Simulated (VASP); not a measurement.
# GePt (P4/mmm) in VASP: single point with PBE

Aim: the single point of GePt with PBE.

All numbers are computed with VASP 6.6.1; they aren't measurements. Logs are shortened: lines on timing, memory, paths and dates and some standing lists are left out, and cuts for length are marked.

**1. The cell of the first run**

The structure is tetragonal, space group P4/mmm (No. 123). The conventional cell has a = 2.780 Å, b = 2.780 Å, c = 4.860 Å, α = 90.00°, β = 90.00°, γ = 90.00°. Ge (site symmetry 4/mmm) has 2 Pt at 2.43 Å and 4 Ge at 2.78 Å within 3.2 Å. Pt (site symmetry 4/mmm) has 2 Ge at 2.43 Å and 4 Pt at 2.78 Å within 3.2 Å.

The cell was generated, and may not be a known phase.

**2. Single point, PBE**

Input file INCAR:

```
SYSTEM = GePt
ALGO = Normal
EDIFF = 1E-6
ENCUT = 570
GGA = PE
GGA_COMPAT = .FALSE.
ISIF = 2
ISMEAR = 0
LASPH = .TRUE.
LCHARG = .FALSE.
LREAL = .FALSE.
LWAVE = .FALSE.
NBANDS = 23
NELM = 120
PREC = Accurate
SIGMA = 0.2
```

Input file KPOINTS:

```
k-points
0
G
  6 6 5
  0 0 0
```

Input file POSCAR:

```
GePt
1.0
    2.7800897119      0.0000000000      0.0000000000
    0.0000000000      2.7800897119      0.0000000000
    0.0000000000      0.0000000000      4.8600707007
Ge Pt
1 1
Direct
    0.0000000000      0.0000000000      0.9761792478
    0.0000000000      0.0000000000      0.4761752422
```

Potentials or basis: VASP PAW PBE potentials, release 64 (Ge_d, Pt_sv_GW).

Launch:

```sh
> cat potpaw_PBE.64/Ge_d/POTCAR potpaw_PBE.64/Pt_sv_GW/POTCAR > POTCAR
> mpirun -np 1 vasp_std > vasp.out
```

OUTCAR:

```text
SYSTEM = GePt
   EDIFF = 1E-6
   ENCUT = 570
   GGA = PE
   ISIF = 2
   ISMEAR = 0
   LASPH = .TRUE.
   LREAL = .FALSE.
   NELM = 120
   PREC = Accurate

 ion  position               nearest neighbor table
   1  0.000  0.000  0.976-   2 2.43   2 2.43
   2  0.000  0.000  0.476-   1 2.43   1 2.43

  LATTYP: Found a simple tetragonal cell.
 ALAT       =     2.7800897119
 C/A-ratio  =     1.7481704565

  Lattice vectors:

 A1 = (   2.7800897119,   0.0000000000,   0.0000000000)
 A2 = (   0.0000000000,   2.7800897119,   0.0000000000)
 A3 = (   0.0000000000,   0.0000000000,   4.8600707007)

Analysis of symmetry for initial positions (statically):
=====================================================================
 Subroutine PRICEL returns:
 Original cell was already a primitive cell.

 Routine SETGRP: Setting up the symmetry group for a
 simple tetragonal supercell.

 Subroutine GETGRP returns: Found 16 space group operations
 (whereof  8 operations were pure point group operations)
 out of a pool of 16 trial point group operations.

The static configuration has the point symmetry C_4v.
 The point group associated with its full space group is D_4h.

Analysis of symmetry for dynamics (positions and initial velocities):
=====================================================================
 Subroutine PRICEL returns:
 Original cell was already a primitive cell.

 Routine SETGRP: Setting up the symmetry group for a
 simple tetragonal supercell.

 Subroutine GETGRP returns: Found 16 space group operations
 (whereof  8 operations were pure point group operations)
 out of a pool of 16 trial point group operations.

The dynamic configuration has the point symmetry C_4v.
 The point group associated with its full space group is D_4h.

 Subroutine INISYM returns: Found 16 space group operations
 (whereof  8 operations are pure point group operations),
 and found     1 'primitive' translations

----------------------------------------------------------------------------------------

                                     Primitive cell

  volume of cell :      37.5630

  direct lattice vectors                    reciprocal lattice vectors
     2.780089712  0.000000000  0.000000000     0.359700623  0.000000000  0.000000000
     0.000000000  2.780089712  0.000000000     0.000000000  0.359700623  0.000000000
     0.000000000  0.000000000  4.860070701     0.000000000  0.000000000  0.205758324

  length of vectors
     2.780089712  2.780089712  4.860070701     0.359700623  0.359700623  0.205758324

  position of ions in fractional coordinates (direct lattice)
     0.000000000  0.000000000  0.976179248
     0.000000000  0.000000000  0.476175242

  ion indices of the primitive-cell ions
   primitive index   ion index
                 1           1
                 2           2

----------------------------------------------------------------------------------------

 KPOINTS: k-points

Automatic generation of k-mesh.
 Grid dimensions read from file:
 generate k-points for:    6    6    5

 Generating k-lattice:

  Cartesian coordinates                     Fractional coordinates (reciprocal lattice)
     0.059950104  0.000000000  0.000000000     0.166666667  0.000000000  0.000000000
     0.000000000  0.059950104  0.000000000     0.000000000  0.166666667  0.000000000
     0.000000000  0.000000000  0.041151665     0.000000000  0.000000000  0.200000000

  Length of vectors
     0.059950104  0.059950104  0.041151665

  Shift w.r.t. Gamma in fractional coordinates (k-lattice)
     0.000000000  0.000000000  0.000000000

 Subroutine IBZKPT returns following result:
 ===========================================

 Found     30 irreducible k-points:

 Following reciprocal coordinates:
            Coordinates               Weight
  0.000000  0.000000  0.000000      1.000000
  0.166667  0.000000  0.000000      4.000000
  0.333333  0.000000  0.000000      4.000000
  0.500000  0.000000  0.000000      2.000000
  0.166667  0.166667  0.000000      4.000000
  0.333333  0.166667  0.000000      8.000000
[... 16 lines left out ...]
  0.333333  0.000000  0.400000      8.000000
  0.500000  0.000000  0.400000      4.000000
 [... further k-points ...]
   k-points           NKPTS =     30   k-points in BZ     NKDIM =     30   number of bands    NBANDS=     23
   number of dos      NEDOS =    301   number of ions     NIONS =      2
   total plane-waves  NPLWV =  23040
   dimension x,y,z NGX =    24 NGY =   24 NGZ =   40
   dimension x,y,z NGXF=    48 NGYF=   48 NGZF=   80
   ions per type =               1   1
   NGX,Y,Z   is equivalent  to a cutoff of  14.35, 14.35, 13.68 a.u.
   NGXF,Y,Z  is equivalent  to a cutoff of  28.70, 28.70, 27.37 a.u.
 SYSTEM =  GePt
   PREC   = accura    normal or accurate (medium, high low for compatibility)
   ISTART =      0    job   : 0-new  1-cont  2-samecut
   ICHARG =      2    charge: 1-file 2-atom 10-const
   ISPIN  =      1    spin polarized calculation?
   LNONCOLLINEAR =      F non collinear calculations
   LSORBIT =      F    spin-orbit coupling
   LASPH  =      T    aspherical Exc in radial PAW
   ENCUT  =  570.0 eV  41.89 Ry    6.47 a.u.   5.41  5.41  9.46*2*pi/ulx,y,z
   NELM   =    120;   NELMIN=  2; NELMDL= -5     # of ELM steps
   EDIFF  = 0.1E-05   stopping-criterion for ELM
   LREAL  =      F    real-space projection
   EDIFFG = 0.1E-04   stopping-criterion for IOM
   NSW    =      0    number of steps for IOM
   IBRION =     -1    ionic relax: 0-MD 1-quasi-New 2-CG
   NFREE  =      0    steps in history (QN), initial steepest desc. (CG)
   ISIF   =      2    stress and relaxation
   ISYM   =      2    0-nonsym 1-usesym 2-fastsym
   POTIM  = 0.5000    time-step for ionic-motion
   TEBEG  =    0.0;   TEEND  =   0.0 temperature during run
   PSTRESS=    0.0 pullay stress
   NELECT =      32.0000    total number of electrons
   NUPDOWN=      -1.0000    fix difference up-down
   EMIN   =  10.00;   EMAX   =-10.00  energy-range for DOS
   EFERMI =   0.00;   METHOD = LEGACY
   ISMEAR =     0;   SIGMA  =   0.20  broadening in eV -4-tet -1-fermi 0-gaus
   EFERMI_NEDOS =   21; number of points for ismear=-14 and -15
   IALGO  =     38    algorithm
   IMIX   =      4    mixing-type and parameters
     AMIX     =   0.40;   BMIX     =  1.00
     AMIX_MAG =   1.60;   BMIX_MAG =  1.00
  volume/ion in A,a.u.               =      18.78       126.74
  Fermi-wavevector in a.u.,A,eV,Ry     =   1.551927  2.932718 32.769345  2.408479
  Thomas-Fermi vector in A             =   2.656376
   LORBIT       =      0    0 simple, 1 ext, 2 COOP (PROOUT), +10 PAW based schemes
   GGA     = PE    functional components
   LHFCALC =     F    Hartree Fock is set to
   AEXX    =    0.0000 exact exchange contribution
   IVDW    =     0    specifies the selected vdW correction
   LEPSILON=     F    determine dielectric tensor
   LRPA    =     F    only Hartree local field effects (RPA)
 non-spin polarized calculation
 Gauss-broadening in eV      SIGMA  =   0.20
  energy-cutoff  :      570.00
  volume of cell :       37.56
 maximum number of plane-waves:      1179
 NGX is ok and might be reduce to    24
   NGX = 11   NGY = 11   NGZ = 19

 number of electron      32.0000011 magnetization

 Free energy of the ion-electron system (eV)
  ---------------------------------------------------
  ext. energy  EPLUGINS =         0.00000000
  ---------------------------------------------------
  free energy    TOTEN  =       -10.36509246 eV

  energy without entropy =      -10.33133571  energy(sigma->0) =      -10.34821408

 E-fermi :   6.8486     XC(G=0): -11.8435

 val. band max:        6.8398249644   @ k =   0.0000   0.0000   0.0000
 cond. band min:       6.8849295624   @ k =   0.3333   0.0000   0.4000
 fundamental gap:      0.0451045980
 Fermi energy:         6.8486281582

 k-point     1 :       0.0000    0.0000    0.0000
  band No.  band energies     occupation
      1     -91.1861      2.00000
      2     -45.5567      2.00000
      3     -45.1286      2.00000
      4     -45.1286      2.00000
      5     -17.9736      2.00000
      6     -17.8208      2.00000
[... 15 lines left out ...]
     22      20.1696      0.00000
     23      22.6388      0.00000

 k-point     2 :       0.1667    0.0000    0.0000
  band No.  band energies     occupation
      1     -91.1832      2.00000
      2     -45.5510      2.00000
      3     -45.1884      2.00000
      4     -45.1239      2.00000
      5     -17.9459      2.00000
      6     -17.8060      2.00000
[... 15 lines left out ...]
     22      21.0001      0.00000
     23      21.5822      0.00000

 k-point     3 :       0.3333    0.0000    0.0000
  band No.  band energies     occupation
      1     -91.1780      2.00000
      2     -45.5403      2.00000
      3     -45.3067      2.00000
      4     -45.1144      2.00000
      5     -17.9053      2.00000
      6     -17.8168      2.00000
[... 15 lines left out ...]
     22      20.9069      0.00000
     23      22.3730      0.00000

 k-point     4 :       0.5000    0.0000    0.0000
  band No.  band energies     occupation
      1     -91.1750      2.00000
      2     -45.5347      2.00000
      3     -45.3649      2.00000
      4     -45.1096      2.00000
      5     -17.8920      2.00000
      6     -17.8292      2.00000
[... 15 lines left out ...]
     22      22.3948      0.00000
     23      23.2160      0.00000

 k-point     5 :       0.1667    0.1667    0.0000
  band No.  band energies     occupation
      1     -91.1804      2.00000
      2     -45.5456      2.00000
      3     -45.1842      2.00000
      4     -45.1822      2.00000
      5     -17.9132      2.00000
      6     -17.8062      2.00000
[... 15 lines left out ...]
     22      21.0966      0.00000
     23      21.8048      0.00000

 k-point     6 :       0.3333    0.1667    0.0000
  band No.  band energies     occupation
      1     -91.1752      2.00000
      2     -45.5348      2.00000
      3     -45.3010      2.00000
      4     -45.1734      2.00000
      5     -17.8642      2.00000
      6     -17.8331      2.00000
[... 15 lines left out ...]
     22      19.7515      0.00000
     23      21.4691      0.00000

 k-point     7 :       0.5000    0.1667    0.0000
  band No.  band energies     occupation
      1     -91.1728      2.00000
      2     -45.5296      2.00000
      3     -45.3594      2.00000
      4     -45.1684      2.00000
      5     -17.8496      2.00000
      6     -17.8466      2.00000
[... 353 lines left out ...]
     22      17.3930      0.00000
     23      18.0156      0.00000

 k-point    21 :       0.0000    0.0000    0.4000
  band No.  band energies     occupation
      1     -91.1861      2.00000
      2     -45.5583      2.00000
      3     -45.1287      2.00000
      4     -45.1287      2.00000
      5     -17.9735      2.00000
      6     -17.7996      2.00000
[... 15 lines left out ...]
     22      19.0479      0.00000
     23      21.1524      0.00000

 k-point    22 :       0.1667    0.0000    0.4000
  band No.  band energies     occupation
      1     -91.1833      2.00000
      2     -45.5527      2.00000
      3     -45.1885      2.00000
      4     -45.1239      2.00000
      5     -17.9457      2.00000
      6     -17.7920      2.00000
[... 15 lines left out ...]
     22      18.5551      0.00000
     23      22.0527      0.00000

 k-point    23 :       0.3333    0.0000    0.4000
  band No.  band energies     occupation
      1     -91.1777      2.00000
      2     -45.5415      2.00000
      3     -45.3065      2.00000
      4     -45.1143      2.00000
      5     -17.9032      2.00000
      6     -17.8168      2.00000
[... 15 lines left out ...]
     22      19.7098      0.00000
     23      21.3470      0.00000

 k-point    24 :       0.5000    0.0000    0.4000
  band No.  band energies     occupation
      1     -91.1751      2.00000
      2     -45.5361      2.00000
      3     -45.3650      2.00000
      4     -45.1098      2.00000
      5     -17.8885      2.00000
      6     -17.8292      2.00000
[... 15 lines left out ...]
     22      20.2938      0.00000
     23      21.7581      0.00000

 [... further k-points ...]
[... 5 lines left out ...]
  --------------------------------------------------------------------------------------
  -------------------------------------------------------------------------------------
  Total       -0.1691191     -0.1691191     -0.0997252      0.0000000      0.0000000      0.0000000
  in kB       -7.2134511     -7.2134511     -4.2535876      0.0000000      0.0000000      0.0000000
  external PRESSURE =      -6.2268300 kB  Pullay stress =       0.0000000 kB

 VOLUME and BASIS-vectors are now :
 -----------------------------------------------------------------------------
  energy-cutoff  :      570.00
  volume of cell :       37.56
      direct lattice vectors                 reciprocal lattice vectors
     2.780089712  0.000000000  0.000000000     0.359700623  0.000000000  0.000000000
     0.000000000  2.780089712  0.000000000     0.000000000  0.359700623  0.000000000
     0.000000000  0.000000000  4.860070701     0.000000000  0.000000000  0.205758324

 POSITION                                       TOTAL-FORCE (eV/Angst)
 -----------------------------------------------------------------------------------
      0.00000      0.00000      4.74430         0.000000      0.000000     -0.000000
      0.00000      0.00000      2.31425        -0.000000      0.000000      0.000000
 -----------------------------------------------------------------------------------
    total drift:                               -0.000000     -0.000000      0.106571

  FREE ENERGIE OF THE ION-ELECTRON SYSTEM (eV)
  ---------------------------------------------------
  free  energy   TOTEN  =       -10.3650924555 eV

  energy  without entropy=      -10.3313357117  energy(sigma->0) =      -10.34821408
```

Wall time 65 s (1 thread of AMD EPYC, shared host); peak memory 0.15 GiB.

Results:

```
Free energy            : -10.3651 eV
Pressure               : -0.6 GPa
Band gap on the k mesh : zero (bands 16 and 17 overlap by 1.53 eV)
```

Stress tensor (GPa, compression positive):
```
-0.72  0.00  0.00
 0.00 -0.72  0.00
 0.00  0.00 -0.43
```

Caveat: the k points lie up to 0.38 Å⁻¹ apart, too coarse for converged energies and pressures of a metal; spin-orbit coupling is left out, which moves the levels of the heavy elements.

The gap in the log of VASP goes by the Fermi energy; the results here count the filled bands.